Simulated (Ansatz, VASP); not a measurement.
PtRhSe3 in VASP and in Ansatz

INCAR

```
SYSTEM = PtRhSe3
ALGO     = Normal         ! electronic algorithm
EDIFF    = 1E-6           ! SCF threshold, eV
ENCUT    = 500            ! plane-wave cutoff, eV
GGA      = PE             ! functional
GGA_COMPAT= .False.      
ISIF     = 2              ! what is computed and relaxed
ISMEAR   = 0              ! smearing method
ISPIN    = 2              ! spin polarisation
LASPH    = .True.         ! aspherical terms in the spheres
LCHARG   = .True.         ! write CHGCAR
LELF     = .True.         ! ELF
LMAXMIX  = 4              ! l up to which the mixer works
LORBIT   = 11             ! projections on sites
LREAL    = .False.        ! projectors in reciprocal space
LVHAR    = .True.       
LWAVE    = .False.        ! write WAVECAR
MAGMOM   = 1 0 0 0 0      ! initial moments
NBANDS   = 34             ! bands
NELM     = 200            ! most SCF steps
PREC     = Accurate       ! precision mode
SIGMA    = 0.1            ! smearing width, eV
```

File KPOINTS:

```
k-points
0
Gamma
  4 4 4
  0 0 0
```

Contents of POSCAR:

```
PtRhSe3
1.0
    4.6164093900      0.0000000000      0.0000000000
    0.0000000000      4.6164093900      0.0000000000
    0.0000000000      0.0000000000      4.6164093900
Rh Pt Se
1 1 3
Direct
    0.0000000000      0.0000000000      0.0000000000
    0.5000000000      0.5000000000      0.5000000000
    0.0000000000      0.5000000000      0.5000000000
    0.5000000000      0.0000000000      0.5000000000
    0.5000000000      0.5000000000      0.0000000000
```

Input for Ansatz:

```yaml
crystal:
  lattice:
    - [4.61640939, 0.0, 0.0]
    - [0.0, 4.61640939, 0.0]
    - [0.0, 0.0, 4.61640939]
  atoms:
    - { symbol: Rh, position: [0.0, 0.0, 0.0], spin: 1.0 }
    - { symbol: Pt, position: [0.5, 0.5, 0.5] }
    - { symbol: Se, position: [0.0, 0.5, 0.5] }
    - { symbol: Se, position: [0.5, 0.0, 0.5] }
    - { symbol: Se, position: [0.5, 0.5, 0.0] }
basis:
  ecutwfc: 420
kpoints:
  mp_grid: { grid: [4, 4, 4] }
hamiltonian:
  xc: pbe
scf:
  occupations: { method: gaussian, width: 0.1 }
  lower_state_search: "off"
output:
  forces: true
  stress: true
  eigenvalues: true
  populations: true
magnetization:
  spin_polarized: true
```

Change from the starting cell: species swapped into the TiPbO3 type (Pm-3m, No. 221).

Alike in both runs: task single point; functional PBE; k mesh 4 × 4 × 4; occupations gaussian, width 0.1 eV; collinear spin.

|  | VASP | Ansatz |
| --- | --- | --- |
| version | VASP 6.6.1 | Ansatz 0.2.0 |
| potentials or method | VASP PAW PBE potentials, release 64 (Rh_pv, Pt, Se), cutoff 500 eV | scalar-relativistic, plane waves, PAW |
| valence electrons in the cell | 43 | 83 |

```csv
,VASP,Ansatz,Ansatz less VASP
gap on the k mesh at the Fermi level (eV),none,none,-
pressure (GPa),22.1,21.9,-0.17
net moment per atom (μB),0.12,0.12,+0.001
size of the moment on the site where the two differ most (μB),0.41,0.42,+0.012
```

Site moments also hang on the region over which each program counts them. A gap of «none» marks a metal or a gap that the smearing closes. The functional is the same, so the differences come from potentials, cutoffs and numerics. VASP's potentials hold 43 valence electrons a cell and Ansatz's 83, so a difference there can come from the potentials and not from the codes.

Neither program's run includes spin-orbit coupling.
